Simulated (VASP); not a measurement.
# Mg4Si in VASP: relaxation of the atoms with PBEsol

Aim: the relaxation of the atoms of Mg4Si with PBEsol.

Everything below comes from runs of VASP 6.6.1. Logs are shortened: lines on timing, memory, paths and dates and some standing lists are left out, and cuts for length are marked.

## (1) The cell of the first run

The cell holds a slab with vacuum, 5 atoms: a = 3.188 Å, b = 3.188 Å, c = 26.663 Å, α = 90.00°, β = 90.00°, γ = 120.00°.

## (2) Relaxation of the atoms, PBEsol

The input, INCAR:

```
ALGO = Normal
DIPOL = 0.5 0.5 0.506
EDIFF = 1E-6
EDIFFG = -0.03
ENCUT = 520
GGA = PS
IBRION = 2
IDIPOL = 3
ISIF = 2
ISMEAR = 0
LASPH = True
LCHARG = False
LDIPOL = True
LREAL = False
LWAVE = False
NELM = 80
NSW = 90
PREC = Accurate
SIGMA = 0.1
```

The input, KPOINTS:

```
k-points
0
Gamma
  9 9 1
```

The input, POSCAR:

```
Mg4Si
1.0
    3.1881999938      0.0000000000      0.0000000000
   -1.5940999969      2.7610621870      0.0000000000
    0.0000000000      0.0000000000     26.6626988054
Mg Si
4 1
Selective dynamics
Direct
    0.6666666667      0.3333333333      0.3187974354  F F F
    0.3333333333      0.6666666667      0.4145954247  F F F
    0.6666666667      0.3333333333      0.5089990241  T T T
    0.3333333333      0.6666666667      0.6063904499  T T T
   -0.1666666667     -0.3333333333      0.6799013879  T T T
```

Potentials or basis: VASP PAW PBE potentials, release 64 (Mg, Si).

On the command line:

```
$ cat potpaw_PBE.64/Mg/POTCAR potpaw_PBE.64/Si/POTCAR > POTCAR
$ mpirun -np 1 vasp_std > vasp.out
```

OUTCAR:

```text
EDIFF = 1E-6
   EDIFFG = -0.03
   ENCUT = 520
   GGA = PS
   IBRION = 2
   ISIF = 2
   ISMEAR = 0
   LASPH = True
   LREAL = False
   NELM = 80
   NSW = 90
   PREC = Accurate

 ion  position               nearest neighbor table
   1  0.667  0.333  0.319-   2 3.15   2 3.15   2 3.15
   2  0.333  0.667  0.415-   3 3.12   3 3.12   3 3.12   1 3.15   1 3.15   1 3.15
   3  0.667  0.333  0.509-   2 3.12   2 3.12   2 3.12   4 3.18   4 3.18   4 3.18
   4  0.333  0.667  0.606-   5 2.53   5 2.53   3 3.18   3 3.18   3 3.18   5 3.39   5 3.39
   5  0.833  0.667  0.680-   4 2.53   4 2.53   4 3.39   4 3.39

  LATTYP: Found a hexagonal cell.
 ALAT       =     3.1881999938
 C/A-ratio  =     8.3629317035

  Lattice vectors:

 A1 = (   3.1881999938,   0.0000000000,   0.0000000000)
 A2 = (  -1.5940999969,   2.7610621870,   0.0000000000)
 A3 = (   0.0000000000,   0.0000000000,  26.6626988054)

Analysis of symmetry for initial positions (statically):
=====================================================================
 Subroutine PRICEL returns:
 Original cell was already a primitive cell.

 Routine SETGRP: Setting up the symmetry group for a
 hexagonal supercell.

 Subroutine GETGRP returns: Found  2 space group operations
 (whereof  2 operations were pure point group operations)
 out of a pool of 24 trial point group operations.

The static configuration has the point symmetry C_1h.

Analysis of symmetry for dynamics (positions and initial velocities):
=====================================================================
 Subroutine PRICEL returns:
 Original cell was already a primitive cell.

 Routine SETGRP: Setting up the symmetry group for a
 hexagonal supercell.

 Subroutine GETGRP returns: Found  2 space group operations
 (whereof  2 operations were pure point group operations)
 out of a pool of 24 trial point group operations.

The dynamic configuration has the point symmetry C_1h.

Analysis of constrained symmetry for selective dynamics:
=====================================================================
 Subroutine PRICEL returns:
 Original cell was already a primitive cell.

 Routine SETGRP: Setting up the symmetry group for a
 hexagonal supercell.

 Subroutine GETGRP returns: Found  2 space group operations
 (whereof  2 operations were pure point group operations)
 out of a pool of 24 trial point group operations.

The constrained configuration has the point symmetry C_1h.

 Subroutine INISYM returns: Found  2 space group operations
 (whereof  2 operations are pure point group operations),
 and found     1 'primitive' translations

----------------------------------------------------------------------------------------

                                     Primitive cell

  volume of cell :     234.7069

  direct lattice vectors                    reciprocal lattice vectors
     3.188199994  0.000000000  0.000000000     0.313656609  0.181089728  0.000000000
    -1.594099997  2.761062187  0.000000000     0.000000000  0.362179456  0.000000000
     0.000000000  0.000000000 26.662698805     0.000000000  0.000000000  0.037505581

  length of vectors
     3.188199994  3.188199994 26.662698805     0.362179456  0.362179456  0.037505581

  position of ions in fractional coordinates (direct lattice)
     0.666666667  0.333333333  0.318797435
     0.333333333  0.666666667  0.414595425
     0.666666667  0.333333333  0.508999024
     0.333333333  0.666666667  0.606390450
     0.833333333  0.666666667  0.679901388

  ion indices of the primitive-cell ions
   primitive index   ion index
                 1           1
                 2           2
                 3           3
                 4           4
                 5           5

----------------------------------------------------------------------------------------

[... 30 lines left out ...]
  0.000000  0.222222  0.000000      2.000000
  0.333333 -0.000000  0.000000      4.000000
[... 16 lines left out ...]
 -0.222222 -0.444444  0.000000      4.000000
  0.444444  0.333333  0.000000      4.000000
   k-points           NKPTS =     25   k-points in BZ     NKDIM =     25   number of bands    NBANDS=     10
   number of dos      NEDOS =    301   number of ions     NIONS =      5
   total plane-waves  NPLWV = 115200
   dimension x,y,z NGX =    24 NGY =   24 NGZ =  200
   dimension x,y,z NGXF=    48 NGYF=   48 NGZF=  400
   ions per type =               4   1
   NGX,Y,Z   is equivalent  to a cutoff of  12.51, 12.51, 12.47 a.u.
   NGXF,Y,Z  is equivalent  to a cutoff of  25.03, 25.03, 24.94 a.u.
 SYSTEM =  unknown system
   PREC   = accura    normal or accurate (medium, high low for compatibility)
   ISTART =      0    job   : 0-new  1-cont  2-samecut
   ICHARG =      2    charge: 1-file 2-atom 10-const
   ISPIN  =      1    spin polarized calculation?
   LNONCOLLINEAR =      F non collinear calculations
   LSORBIT =      F    spin-orbit coupling
   LASPH  =      T    aspherical Exc in radial PAW
   ENCUT  =  520.0 eV  38.22 Ry    6.18 a.u.   5.93  5.93 49.57*2*pi/ulx,y,z
   NELM   =     80;   NELMIN=  2; NELMDL= -5     # of ELM steps
   EDIFF  = 0.1E-05   stopping-criterion for ELM
   LREAL  =      F    real-space projection
   EDIFFG = -.3E-01   stopping-criterion for IOM
   NSW    =     90    number of steps for IOM
   IBRION =      2    ionic relax: 0-MD 1-quasi-New 2-CG
   NFREE  =      1    steps in history (QN), initial steepest desc. (CG)
   ISIF   =      2    stress and relaxation
   ISYM   =      2    0-nonsym 1-usesym 2-fastsym
   POTIM  = 0.5000    time-step for ionic-motion
   TEBEG  =    0.0;   TEEND  =   0.0 temperature during run
   PSTRESS=    0.0 pullay stress
   NELECT =      12.0000    total number of electrons
   NUPDOWN=      -1.0000    fix difference up-down
   EMIN   =  10.00;   EMAX   =-10.00  energy-range for DOS
   EFERMI =   0.00;   METHOD = LEGACY
   ISMEAR =     0;   SIGMA  =   0.10  broadening in eV -4-tet -1-fermi 0-gaus
   EFERMI_NEDOS =   21; number of points for ismear=-14 and -15
   IALGO  =     38    algorithm
   IMIX   =      4    mixing-type and parameters
     AMIX     =   0.40;   BMIX     =  1.00
     AMIX_MAG =   1.60;   BMIX_MAG =  1.00
  volume/ion in A,a.u.               =      46.94       316.78
  Fermi-wavevector in a.u.,A,eV,Ry     =   0.607612  1.148221  5.023173  0.369193
  Thomas-Fermi vector in A             =   1.662139
   LORBIT       =      0    0 simple, 1 ext, 2 COOP (PROOUT), +10 PAW based schemes
   GGA     = PS    functional components
   LHFCALC =     F    Hartree Fock is set to
   AEXX    =    0.0000 exact exchange contribution
   IVDW    =     0    specifies the selected vdW correction
   LEPSILON=     F    determine dielectric tensor
   LRPA    =     F    only Hartree local field effects (RPA)
 conjugate gradient relaxation of ions
 non-spin polarized calculation
 Gauss-broadening in eV      SIGMA  =   0.10
  energy-cutoff  :      520.00
  volume of cell :      234.71
 maximum number of plane-waves:      6364
   NGX = 11   NGY = 11   NGZ = 99

--------------------------------------- Ionic step        1  -------------------------------------------

 number of electron      12.0000000 magnetization

 Free energy of the ion-electron system (eV)
  ---------------------------------------------------
  ext. energy  EPLUGINS =         0.00000000
  ---------------------------------------------------
  free energy    TOTEN  =       -10.85247277 eV

  energy without entropy =      -10.83444595  energy(sigma->0) =      -10.84345936

------------------------ aborting loop because EDIFF is reached ----------------------------------------

  FORCE on cell =-STRESS in cart. coord.  units (eV):
  Direction    XX          YY          ZZ          XY          YZ          ZX
  --------------------------------------------------------------------------------------
  -------------------------------------------------------------------------------------
  Total       -0.6409414     -3.3075084      2.9060363      0.0000000     -0.2486436      0.0000000
  in kB       -4.3752518    -22.5780113     19.8374466      0.0000000     -1.6973133      0.0000000
  external PRESSURE =      -2.3719389 kB  Pullay stress =       0.0000000 kB
[... 98 lines left out ...]
  FREE ENERGIE OF THE ION-ELECTRON SYSTEM (eV)
  ---------------------------------------------------
  free  energy   TOTEN  =       -11.0002431882 eV

  energy  without entropy=      -10.9915336127  energy(sigma->0) =      -10.99588840

[... ionic steps 4 to 36 ...]

--------------------------------------- Ionic step       37  -------------------------------------------

 number of electron      12.0000000 magnetization

------------------------ aborting loop because EDIFF is reached ----------------------------------------
[... 73 lines left out ...]
--------------------------------------- Ionic step       39  -------------------------------------------

 number of electron      12.0000000 magnetization

 dipolmoment           0.000000      0.000000      0.058572 electrons x Angstroem

 Free energy of the ion-electron system (eV)
  ---------------------------------------------------
  ext. energy  EPLUGINS =         0.00000000
  ---------------------------------------------------
  free energy    TOTEN  =       -11.13475335 eV

  energy without entropy =      -11.12756881  energy(sigma->0) =      -11.13116108

 E-fermi :  -0.7637     XC(G=0):  -4.6948

 val. band max:       -0.7655694498   @ k =   0.3333   0.3333   0.0000
 cond. band min:      -0.6337534330   @ k =  -0.1111   0.3333   0.0000
 fundamental gap:      0.1318160168
 Fermi energy:        -0.7636513008

 k-point     1 :       0.0000    0.0000    0.0000
  band No.  band energies     occupation
      1     -10.3067      2.00000
      2      -7.3740      2.00000
      3      -6.4997      2.00000
      4      -5.1995      2.00000
      5      -3.6553      2.00000
      6      -2.1119      2.00000
      7       0.1412      0.00000
      8       2.0132      0.00000
      9       3.0714      0.00000
     10       3.9247      0.00000
[... 287 lines left out ...]
 k-point    24 :       0.4444    0.3333    0.0000
  band No.  band energies     occupation
      1      -6.4807      2.00000
      2      -3.4732      2.00000
      3      -2.8607      2.00000
      4      -2.0825      2.00000
      5      -1.3135      2.00000
      6      -1.1118      2.00000
      7      -0.8529      1.79317
      8       0.1839      0.00000
      9       0.3168      0.00000
     10       1.1574      0.00000

 [... further k-points ...]

------------------------ aborting loop because EDIFF is reached ----------------------------------------

 vacuum level on the upper side and lower side of the slab       (xc-potential included)         0.579        -0.604

  FORCE on cell =-STRESS in cart. coord.  units (eV):
  Direction    XX          YY          ZZ          XY          YZ          ZX
  --------------------------------------------------------------------------------------
  -------------------------------------------------------------------------------------
  Total       -2.6985858     -2.8031054      0.1399232      0.0000000     -0.3481699      0.0000000
  in kB      -18.4213293    -19.1348101      0.9551564      0.0000000     -2.3767084      0.0000000
  external PRESSURE =     -12.2003277 kB  Pullay stress =       0.0000000 kB
[... 20 lines left out ...]
  FREE ENERGIE OF THE ION-ELECTRON SYSTEM (eV)
  ---------------------------------------------------
  free  energy   TOTEN  =       -11.1347533490 eV

  energy  without entropy=      -11.1275688132  energy(sigma->0) =      -11.13116108

 reached required accuracy - stopping structural energy minimisation

 vacuum level on the upper side and lower side of the slab         4.166         2.960
```

It took 57 min on 1 thread of Intel Xeon 8259CL, shared host; peak memory 0.35 GiB.

Results:

| Item | Value |
| --- | --- |
| Free energy | -11.1348 eV |
| Energy gained by relaxing | 56.5 meV/atom |
| Ionic steps | 39 |
| Band gap on the k mesh | zero (bands 6 and 7 overlap by 0.23 eV) |

The path:
```tsv
step	energy change (eV)	largest force on free atoms (eV/Å)	pressure (GPa)
1	0.0000	1.2358	-0.24
2	-0.1061	0.6737	-0.68
3	-0.1478	0.2041	-1.09
4	-0.1487	0.1875	-1.05
5	-0.1518	0.1413	-1.07
6	-0.1570	0.0677	-1.11
7	-0.1574	0.0611	-1.13
8	-0.1582	0.0630	-1.14
9	-0.1607	0.0714	-1.16
10	-0.1661	0.0959	-1.22
11	-0.1776	0.1583	-1.33
12	-0.2001	0.2907	-1.55
13	-0.2043	0.4861	-1.93
14	-0.2124	0.4008	-1.75
15	-0.2129	0.4259	-1.80
16	-0.2132	0.4253	-1.80
17	-0.2142	0.4240	-1.80
18	-0.2158	0.4208	-1.82
19	-0.2183	0.4124	-1.84
20	-0.2195	0.3875	-1.87
21	-0.2197	0.3966	-1.86
22	-0.2219	0.3803	-1.85
23	-0.2277	0.3298	-1.81
24	-0.2362	0.2245	-1.74
25	-0.2396	0.2382	-1.54
26	-0.2404	0.1653	-1.61
27	-0.2423	0.1598	-1.60
28	-0.2475	0.1426	-1.57
29	-0.2556	0.1096	-1.52
30	-0.2602	0.1617	-1.39
31	-0.2607	0.1308	-1.42
32	-0.2656	0.1086	-1.43
33	-0.2715	0.1753	-1.45
34	-0.2740	0.1481	-1.41
35	-0.2769	0.1124	-1.30
36	-0.2787	0.0911	-1.28
37	-0.2815	0.0643	-1.21
38	-0.2816	0.0668	-1.20
39	-0.2823	0.0290	-1.22
```

Final structure:
```yaml
crystal:
  lattice:
    - [3.18820, 0.00000, 0.00000]
    - [-1.59410, 2.76106, 0.00000]
    - [0.00000, 0.00000, 26.66270]
  atoms:
    - { symbol: Mg, position: [0.66667, 0.33333, 0.31880] }
    - { symbol: Mg, position: [0.33333, 0.66667, 0.41460] }
    - { symbol: Mg, position: [0.68632, 0.37264, 0.50959] }
    - { symbol: Mg, position: [0.36791, 0.73583, 0.60572] }
    - { symbol: Si, position: [0.70478, 0.40957, 0.68633] }
```

Levels at points of the mesh, in eV from the Fermi level:
```csv
k point,band 2,band 3,band 4,band 5,band 6,band 7,band 8,band 9,band 10
"(0.00, 0.00, 0.00)",-6.61,-5.74,-4.44,-2.89,-1.35,0.90,2.78,3.84,4.69
```

Caveat: the PAW data sets were made with another functional, which shifts forces and pressure a little.

The gap in the log of VASP goes by the Fermi energy; the results here count the filled bands.